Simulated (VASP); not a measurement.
# Ge (P6_3mc) in VASP: a series of runs

Ge is run at these levels: LDA, r2SCAN; tasks: single point.

Everything below comes from runs of VASP 6.6.1. Logs are shortened: lines on timing, memory, paths and dates and some standing lists are left out, and cuts for length are marked.

## 1. The cell of the first run

The structure is hexagonal, space group P6_3mc (No. 186). The conventional cell has a = 4.050 Å, b = 4.050 Å, c = 10.993 Å, α = 90.00°, β = 90.00°, γ = 120.00°. Ge (site symmetry 3m) has 3 Ge at 2.44 Å within 3.2 Å. Ge (site symmetry 3m) has 3 Ge at 2.44 Å within 3.2 Å.

## 2. Single point, LDA

Input file INCAR:

```
  PREC = Accurate
  ENCUT = 520
  EDIFF = 1E-7
  ISMEAR = -1
  SIGMA = 0.05
  LREAL = False
  LASPH = True
  NELM = 100
  ALGO = Normal
  ISIF = 2
  LWAVE = False
  LCHARG = False
  GGA = CA
  NBANDS = 36
```

Input file KPOINTS:

```
Automatic mesh
0
Gamma
  8 8 3
```

Input file POSCAR:

```
Ge
1.0
    4.0504045371      0.0000000000      0.0000000000
   -2.0252022685      3.5077532247      0.0000000000
    0.0000000000      0.0000000000     10.9933590000
Ge
4
Direct
    0.6666666667      0.3333333333      0.4148480000
    0.3333333333      0.6666666667      0.9148480000
    0.0000000000      0.0000000000      0.4774520000
    0.0000000000      0.0000000000      0.9774520000
```

Potentials or basis: VASP PAW LDA potentials, release 64 (Ge_d).

Launch:

```bash
cat potpaw_LDA.64/Ge_d/POTCAR > POTCAR
mpirun -np 1 vasp_std > vasp.out
```

OUTCAR:

```text
PREC = Accurate
   ENCUT = 520
   EDIFF = 1E-7
   ISMEAR = -1
   LREAL = False
   LASPH = True
   NELM = 100
   ISIF = 2
   GGA = CA

 ion  position               nearest neighbor table
   1  0.667  0.333  0.415-   3 2.44   3 2.44   3 2.44
   2  0.333  0.667  0.915-   4 2.44   4 2.44   4 2.44
   3  0.000  0.000  0.477-   1 2.44   1 2.44   1 2.44
   4  0.000  0.000  0.977-   2 2.44   2 2.44   2 2.44

  LATTYP: Found a hexagonal cell.
 ALAT       =     4.0504045371
 C/A-ratio  =     2.7141385260

  Lattice vectors:

 A1 = (   4.0504045371,   0.0000000000,   0.0000000000)
 A2 = (  -2.0252022685,   3.5077532247,   0.0000000000)
 A3 = (   0.0000000000,   0.0000000000,  10.9933590000)

Analysis of symmetry for initial positions (statically):
=====================================================================
 Subroutine PRICEL returns:
 Original cell was already a primitive cell.

 Routine SETGRP: Setting up the symmetry group for a
 hexagonal supercell.

 Subroutine GETGRP returns: Found 12 space group operations
 (whereof  6 operations were pure point group operations)
 out of a pool of 24 trial point group operations.

The static configuration has the point symmetry C_3v.
 The point group associated with its full space group is C_6v.

Analysis of symmetry for dynamics (positions and initial velocities):
=====================================================================
 Subroutine PRICEL returns:
 Original cell was already a primitive cell.

 Routine SETGRP: Setting up the symmetry group for a
 hexagonal supercell.

 Subroutine GETGRP returns: Found 12 space group operations
 (whereof  6 operations were pure point group operations)
 out of a pool of 24 trial point group operations.

The dynamic configuration has the point symmetry C_3v.
 The point group associated with its full space group is C_6v.

 Subroutine INISYM returns: Found 12 space group operations
 (whereof  6 operations are pure point group operations),
 and found     1 'primitive' translations

----------------------------------------------------------------------------------------

                                     Primitive cell

  volume of cell :     156.1917

  direct lattice vectors                    reciprocal lattice vectors
     4.050404537  0.000000000  0.000000000     0.246888920  0.142541384  0.000000000
    -2.025202269  3.507753225  0.000000000     0.000000000  0.285082768  0.000000000
     0.000000000  0.000000000 10.993359000     0.000000000  0.000000000  0.090964008

  length of vectors
     4.050404537  4.050404537 10.993359000     0.285082768  0.285082768  0.090964008

  position of ions in fractional coordinates (direct lattice)
     0.666666667  0.333333333  0.414848000
     0.333333333  0.666666667  0.914848000
     0.000000000  0.000000000  0.477452000
     0.000000000  0.000000000  0.977452000

  ion indices of the primitive-cell ions
   primitive index   ion index
                 1           1
                 2           2
                 3           3
                 4           4

----------------------------------------------------------------------------------------

 KPOINTS: Automatic mesh

Automatic generation of k-mesh.
 Grid dimensions read from file:
 generate k-points for:    8    8    3

 Generating k-lattice:

  Cartesian coordinates                     Fractional coordinates (reciprocal lattice)
     0.030861115  0.017817673  0.000000000     0.125000000  0.000000000  0.000000000
     0.000000000  0.035635346  0.000000000     0.000000000  0.125000000  0.000000000
     0.000000000  0.000000000  0.030321336     0.000000000  0.000000000  0.333333333

  Length of vectors
     0.035635346  0.035635346  0.030321336

  Shift w.r.t. Gamma in fractional coordinates (k-lattice)
     0.000000000  0.000000000  0.000000000

 Subroutine IBZKPT returns following result:
 ===========================================

 Found     20 irreducible k-points:

 Following reciprocal coordinates:
            Coordinates               Weight
  0.000000  0.000000  0.000000      1.000000
  0.125000 -0.000000  0.000000      6.000000
  0.250000 -0.000000  0.000000      6.000000
  0.375000 -0.000000  0.000000      6.000000
  0.500000 -0.000000  0.000000      3.000000
  0.125000  0.125000  0.000000      6.000000
[... 12 lines left out ...]
  0.250000  0.250000  0.333333     12.000000
  0.375000  0.250000  0.333333     12.000000
   k-points           NKPTS =     20   k-points in BZ     NKDIM =     20   number of bands    NBANDS=     36
   number of dos      NEDOS =    301   number of ions     NIONS =      4
   total plane-waves  NPLWV =  75600
   dimension x,y,z NGX =    30 NGY =   30 NGZ =   84
   dimension x,y,z NGXF=    60 NGYF=   60 NGZF=  168
   ions per type =               4
   NGX,Y,Z   is equivalent  to a cutoff of  12.31, 12.31, 12.70 a.u.
   NGXF,Y,Z  is equivalent  to a cutoff of  24.63, 24.63, 25.41 a.u.
 SYSTEM =  unknown system
   PREC   = accura    normal or accurate (medium, high low for compatibility)
   ISTART =      0    job   : 0-new  1-cont  2-samecut
   ICHARG =      2    charge: 1-file 2-atom 10-const
   ISPIN  =      1    spin polarized calculation?
   LNONCOLLINEAR =      F non collinear calculations
   LSORBIT =      F    spin-orbit coupling
   LASPH  =      T    aspherical Exc in radial PAW
   ENCUT  =  520.0 eV  38.22 Ry    6.18 a.u.   7.53  7.53 20.44*2*pi/ulx,y,z
   NELM   =    100;   NELMIN=  2; NELMDL= -5     # of ELM steps
   EDIFF  = 0.1E-06   stopping-criterion for ELM
   LREAL  =      F    real-space projection
   EDIFFG = 0.1E-05   stopping-criterion for IOM
   NSW    =      0    number of steps for IOM
   IBRION =     -1    ionic relax: 0-MD 1-quasi-New 2-CG
   NFREE  =      0    steps in history (QN), initial steepest desc. (CG)
   ISIF   =      2    stress and relaxation
   ISYM   =      2    0-nonsym 1-usesym 2-fastsym
   POTIM  = 0.5000    time-step for ionic-motion
   TEBEG  =    0.0;   TEEND  =   0.0 temperature during run
   PSTRESS=    0.0 pullay stress
   NELECT =      56.0000    total number of electrons
   NUPDOWN=      -1.0000    fix difference up-down
   EMIN   =  10.00;   EMAX   =-10.00  energy-range for DOS
   EFERMI =   0.00;   METHOD = LEGACY
   ISMEAR =    -1;   SIGMA  =   0.05  broadening in eV -4-tet -1-fermi 0-gaus
   EFERMI_NEDOS =   21; number of points for ismear=-14 and -15
   IALGO  =     38    algorithm
   IMIX   =      4    mixing-type and parameters
     AMIX     =   0.40;   BMIX     =  1.00
     AMIX_MAG =   1.60;   BMIX_MAG =  1.00
  volume/ion in A,a.u.               =      39.05       263.51
  Fermi-wavevector in a.u.,A,eV,Ry     =   1.163014  2.197778 18.403257  1.352601
  Thomas-Fermi vector in A             =   2.299568
   LORBIT       =      0    0 simple, 1 ext, 2 COOP (PROOUT), +10 PAW based schemes
   GGA     = CA    functional components
   LHFCALC =     F    Hartree Fock is set to
   AEXX    =    0.0000 exact exchange contribution
   IVDW    =     0    specifies the selected vdW correction
   LEPSILON=     F    determine dielectric tensor
   LRPA    =     F    only Hartree local field effects (RPA)
 non-spin polarized calculation
  energy-cutoff  :      520.00
  volume of cell :      156.19
 maximum number of plane-waves:      4233
   NGX = 15   NGY = 15   NGZ = 41

 number of electron      55.9999986 magnetization

 Free energy of the ion-electron system (eV)
  ---------------------------------------------------
  ext. energy  EPLUGINS =         0.00000000
  ---------------------------------------------------
  free energy    TOTEN  =       -18.28832220 eV

  energy without entropy =      -18.28808213  energy(sigma->0) =      -18.28820216

 E-fermi :   0.5461     XC(G=0):  -7.5718

 val. band max:        0.2412974222   @ k =   0.3750   0.2500   0.0000
 cond. band min:       0.8140986039   @ k =   0.0000   0.0000   0.0000
 fundamental gap:      0.5728011817
 Fermi energy:         0.5460788441

 k-point     1 :       0.0000    0.0000    0.0000
  band No.  band energies     occupation
      1     -24.0707      2.00000
      2     -24.0707      2.00000
      3     -24.0707      2.00000
      4     -24.0707      2.00000
      5     -24.0224      2.00000
      6     -24.0224      2.00000
[... 28 lines left out ...]
     35       4.4170      0.00000
     36       4.4170      0.00000

 k-point     2 :       0.1250   -0.0000    0.0000
  band No.  band energies     occupation
      1     -24.0781      2.00000
      2     -24.0781      2.00000
      3     -24.0761      2.00000
      4     -24.0761      2.00000
      5     -24.0359      2.00000
      6     -24.0359      2.00000
[... 28 lines left out ...]
     35       4.9907      0.00000
     36       5.0266      0.00000

 k-point     3 :       0.2500   -0.0000    0.0000
  band No.  band energies     occupation
      1     -24.0875      2.00000
      2     -24.0875      2.00000
      3     -24.0842      2.00000
      4     -24.0842      2.00000
      5     -24.0497      2.00000
      6     -24.0497      2.00000
[... 28 lines left out ...]
     35       6.2516      0.00000
     36       6.3588      0.00000

 k-point     4 :       0.3750   -0.0000    0.0000
  band No.  band energies     occupation
      1     -24.0888      2.00000
      2     -24.0888      2.00000
      3     -24.0887      2.00000
      4     -24.0886      2.00000
      5     -24.0640      2.00000
      6     -24.0639      2.00000
[... 28 lines left out ...]
     35       7.0407      0.00000
     36       7.3006      0.00000

 k-point     5 :       0.5000   -0.0000    0.0000
  band No.  band energies     occupation
      1     -24.0901      2.00000
      2     -24.0901      2.00000
      3     -24.0845      2.00000
      4     -24.0845      2.00000
      5     -24.0732      2.00000
      6     -24.0732      2.00000
[... 499 lines left out ...]
 k-point    18 :       0.3750    0.1250    0.3333
  band No.  band energies     occupation
      1     -24.0995      2.00000
      2     -24.0995      2.00000
      3     -24.0822      2.00000
      4     -24.0822      2.00000
      5     -24.0709      2.00000
      6     -24.0709      2.00000
[... 28 lines left out ...]
     35       6.3937      0.00000
     36       7.1731      0.00000

 k-point    19 :       0.2500    0.2500    0.3333
  band No.  band energies     occupation
      1     -24.1055      2.00000
      2     -24.1055      2.00000
      3     -24.0820      2.00000
      4     -24.0820      2.00000
      5     -24.0692      2.00000
      6     -24.0692      2.00000
[... 28 lines left out ...]
     35       5.5891      0.00000
     36       5.8161      0.00000

 k-point    20 :       0.3750    0.2500    0.3333
  band No.  band energies     occupation
      1     -24.1101      2.00000
      2     -24.1101      2.00000
      3     -24.0785      2.00000
      4     -24.0785      2.00000
      5     -24.0750      2.00000
      6     -24.0750      2.00000
[... 28 lines left out ...]
     35       6.7324      0.00000
     36       7.1336      0.00000

------------------------ aborting loop because EDIFF is reached ----------------------------------------

  FORCE on cell =-STRESS in cart. coord.  units (eV):
  Direction    XX          YY          ZZ          XY          YZ          ZX
  --------------------------------------------------------------------------------------
  -------------------------------------------------------------------------------------
  Total       -3.1419269     -3.1419269     -1.0111850     -0.0000000      0.0000000      0.0000000
  in kB      -32.2291475    -32.2291475    -10.3724978     -0.0000000      0.0000000      0.0000000
  external PRESSURE =     -24.9435976 kB  Pullay stress =       0.0000000 kB

 VOLUME and BASIS-vectors are now :
 -----------------------------------------------------------------------------
  energy-cutoff  :      520.00
  volume of cell :      156.19
      direct lattice vectors                 reciprocal lattice vectors
     4.050404537  0.000000000  0.000000000     0.246888920  0.142541384  0.000000000
    -2.025202269  3.507753225  0.000000000     0.000000000  0.285082768  0.000000000
     0.000000000  0.000000000 10.993359000     0.000000000  0.000000000  0.090964008

 POSITION                                       TOTAL-FORCE (eV/Angst)
 -----------------------------------------------------------------------------------
      2.02520      1.16925      4.56057        -0.000000      0.000000      0.269147
     -0.00000      2.33850     10.05725         0.000000     -0.000000      0.269147
      0.00000      0.00000      5.24880        -0.000000      0.000000     -0.269147
      0.00000      0.00000     10.74548         0.000000     -0.000000     -0.269147
 -----------------------------------------------------------------------------------
    total drift:                                0.000000      0.000000      0.000505

  FREE ENERGIE OF THE ION-ELECTRON SYSTEM (eV)
  ---------------------------------------------------
  free  energy   TOTEN  =       -18.2883221958 eV

  energy  without entropy=      -18.2880821285  energy(sigma->0) =      -18.28820216
```

Run time: 2.1 min. Hardware: 1 thread of Intel Xeon Platinum 8375C at 2.90GHz (Ice Lake), shared host; peak memory 0.25 GiB.

What came out:

* Free energy: -18.2883 eV
* Pressure: -2.5 GPa
* Largest force: 0.269 eV/Å
* Band gap on the k mesh: 0.57 eV, indirect (least direct gap 0.68 eV)

Forces in eV/Å, atoms in the order of the input:
```
Ge   0.000  0.000  0.269
Ge   0.000  0.000  0.269
Ge   0.000  0.000 -0.269
Ge   0.000  0.000 -0.269
```

Levels at points of the mesh, in eV from the valence-band top:
```
           k point  band 24  band 25  band 26  band 27  band 28  band 29  band 30  band 31  band 32  band 33
(0.00, 0.00, 0.00)    -3.01    -0.14    -0.14    -0.13    -0.13     0.57     0.78     1.86     4.06     4.14
(0.50, 0.00, 0.00)    -7.08    -1.66    -1.63    -0.96    -0.77     0.89     1.13     1.83     1.91     5.21
```

A k mesh can miss the band edges.

## 3. Single point, r2SCAN

This run uses another cell than the first one, of 39.83 Å³/atom, 1.020 times its volume.

Input file POSCAR:

```
Ge
1.0
    4.0772291900      0.0000000000      0.0000000000
   -2.0386145949      3.5309840555      0.0000000000
    0.0000000000      0.0000000000     11.0661648237
Ge
4
Direct
    0.6666666667      0.3333333333      0.4148480000
    0.3333333333      0.6666666667      0.9148480000
    0.0000000000      0.0000000000      0.4774520000
    0.0000000000      0.0000000000      0.9774520000
```

Input file INCAR.step1:

```
PREC = Accurate
ENCUT = 520
ISMEAR = -1
SIGMA = 0.05
LREAL = False
LASPH = True
NELM = 60
NBANDS = 36
GGA = PE
ALGO = Normal
EDIFF = 1E-4
LWAVE = True
LCHARG = False
```

Input file INCAR.step2:

```
PREC = Accurate
ENCUT = 520
EDIFF = 1E-7
ISMEAR = -1
SIGMA = 0.05
LREAL = False
LASPH = True
NELM = 60
ALGO = Normal
ISIF = 2
LWAVE = False
LCHARG = False
METAGGA = R2SCAN
LMIXTAU = True
NBANDS = 36
ISTART = 1
```

Input file KPOINTS:

```
regular mesh
0
Gamma
  6 6 2
```

Potentials or basis: VASP PAW PBE potentials, release 64 (Ge_d).

Launch:

```bash
cat potpaw_PBE.64/Ge_d/POTCAR > POTCAR
cp INCAR.step1 INCAR
mpirun -np 1 vasp_std > vasp.out
cp INCAR.step2 INCAR
mpirun -np 1 vasp_std > vasp.out
```

Wall time 3.6 min (1 thread of Intel Xeon 6975P-C (Granite Rapids), shared host); peak memory 0.31 GiB.

It converged, with:

```yaml
Free_energy: -53.1174 eV
Pressure: -2.3 GPa
Largest_force: 0.269 eV/Å
Band_gap_on_the_k_mesh: zero (filled and empty bands overlap)
```

Forces in eV/Å, atoms in the order of the input:
```
Ge   0.000  0.000  0.269
Ge   0.000  0.000  0.269
Ge   0.000  0.000 -0.269
Ge   0.000  0.000 -0.269
```

Stress tensor (GPa, compression positive):
```
-2.95  0.00  0.00
 0.00 -2.95  0.00
 0.00  0.00 -0.94
```

Levels at points of the mesh, in eV from the Fermi level:
| k point | band 26 | band 27 | band 28 | band 29 | band 30 | band 31 |
| --- | --- | --- | --- | --- | --- | --- |
| (0.00, 0.00, 0.00) | -0.53 | -0.52 | -0.52 | 0.57 | 0.75 | 1.84 |
| (0.50, 0.00, 0.00) | -2.07 | -1.29 | -1.11 | 0.65 | 0.88 | 1.83 |
| (0.00, 0.00, 0.50) | -0.53 | -0.53 | -0.53 | 0.62 | 0.62 | 2.80 |
| (0.50, 0.00, 0.50) | -2.08 | -1.19 | -1.19 | 0.73 | 0.73 | 1.87 |

Caveat: the PAW data sets were made with another functional, which shifts forces and pressure a little.

## 4. Single point, r2SCAN

This run uses another cell than the first one, of 40.61 Å³/atom, 1.040 times its volume.

Input file POSCAR:

```
Ge
1.0
    4.1037054460      0.0000000000      0.0000000000
   -2.0518527230      3.5539131659      0.0000000000
    0.0000000000      0.0000000000     11.1380250504
Ge
4
Direct
    0.6666666667      0.3333333333      0.4148480000
    0.3333333333      0.6666666667      0.9148480000
    0.0000000000      0.0000000000      0.4774520000
    0.0000000000      0.0000000000      0.9774520000
```

Input file INCAR.step1:

```
PREC     = Accurate       # precision mode
ENCUT    = 520            # plane-wave cutoff, eV
ISMEAR   = -1             # smearing method
SIGMA    = 0.05           # smearing width, eV
LREAL    = False          # projectors in reciprocal space
LASPH    = True           # aspherical terms in the spheres
NELM     = 100            # most SCF steps
NBANDS   = 36             # bands
GGA      = PE             # functional
ALGO     = Normal         # electronic algorithm
EDIFF    = 1E-4           # SCF threshold, eV
LWAVE    = True           # write WAVECAR
LCHARG   = False          # write CHGCAR
```

Input file INCAR.step2:

```
PREC     = Accurate       # precision mode
ENCUT    = 520            # plane-wave cutoff, eV
EDIFF    = 1E-7           # SCF threshold, eV
ISMEAR   = -1             # smearing method
SIGMA    = 0.05           # smearing width, eV
LREAL    = False          # projectors in reciprocal space
LASPH    = True           # aspherical terms in the spheres
NELM     = 100            # most SCF steps
ALGO     = Normal         # electronic algorithm
ISIF     = 2              # what is computed and relaxed
LWAVE    = False          # write WAVECAR
LCHARG   = True           # write CHGCAR
METAGGA  = R2SCAN         # meta-GGA
LMIXTAU  = True         
LELF     = True           # ELF
LVHAR    = True         
NBANDS   = 36             # bands
ISTART   = 1
```

Input file KPOINTS:

```
Automatic mesh
0
Gamma
  6 6 2
```

Launch:

```bash
cat potpaw_PBE.64/Ge_d/POTCAR > POTCAR
cp INCAR.step1 INCAR
mpirun -np 1 vasp_std > vasp.out
cp INCAR.step2 INCAR
mpirun -np 1 vasp_std > vasp.out
```

It took 2.3 min on 1 thread of Intel Xeon 6975P-C (Granite Rapids), shared host; peak memory 0.32 GiB.

It converged, with:

| Quantity | Value |
| --- | --- |
| Free energy | -53.0692 eV |
| Pressure | -2.7 GPa |
| Largest force | 0.311 eV/Å |
| Band gap on the k mesh | zero (filled and empty bands touch) |

Forces on the atoms (eV/Å):
```
Ge   0.000  0.000  0.311
Ge   0.000  0.000  0.311
Ge   0.000  0.000 -0.311
Ge   0.000  0.000 -0.311
```

Stress tensor (GPa, compression positive):
```
-3.58  0.00  0.00
 0.00 -3.58  0.00
 0.00  0.00 -0.94
```

Levels at points of the mesh, in eV from the Fermi level:
| k point | band 25 | band 26 | band 27 | band 28 | band 29 | band 30 | band 31 | band 32 |
| --- | --- | --- | --- | --- | --- | --- | --- | --- |
| (0.00, 0.00, 0.00) | -0.55 | -0.55 | -0.54 | -0.54 | 0.46 | 0.65 | 1.85 | 3.89 |
| (0.50, 0.00, 0.00) | -2.07 | -2.05 | -1.28 | -1.10 | 0.65 | 0.87 | 1.79 | 1.86 |
| (0.00, 0.00, 0.50) | -0.54 | -0.54 | -0.54 | -0.54 | 0.51 | 0.51 | 2.79 | 2.79 |
| (0.50, 0.00, 0.50) | -2.06 | -2.06 | -1.19 | -1.19 | 0.72 | 0.72 | 1.84 | 1.84 |

Caveat: the PAW data sets were made with another functional, which shifts forces and pressure a little.

## 5. The runs side by side

```csv
level,potentials or basis,cell,k mesh,gap on the mesh (eV),pressure (GPa),largest force (eV/Å)
LDA,"VASP PAW LDA potentials, release 64 (Ge_d)","a = 4.050, b = 4.050, c = 10.993 Å, angles 90.0, 90.0, 120.0°, 4 atoms",8 × 8 × 3,0.57,-2.5,0.27
r2SCAN,"VASP PAW PBE potentials, release 64 (Ge_d)","a = 4.077, b = 4.077, c = 11.066 Å, angles 90.0, 90.0, 120.0°, 4 atoms",6 × 6 × 2,none,-2.3,0.27
r2SCAN,"VASP PAW PBE potentials, release 64 (Ge_d)","a = 4.104, b = 4.104, c = 11.138 Å, angles 90.0, 90.0, 120.0°, 4 atoms",6 × 6 × 2,none,-2.7,0.31
```

Alike in all rows: task single point; no spin polarisation; cutoff (eV) 520; smearing fermi-dirac 0.05 eV.

Caveats: the PAW data sets were made with another functional, which shifts forces and pressure a little (some runs).

Absolute energies hang on the potentials; compare differences alone.
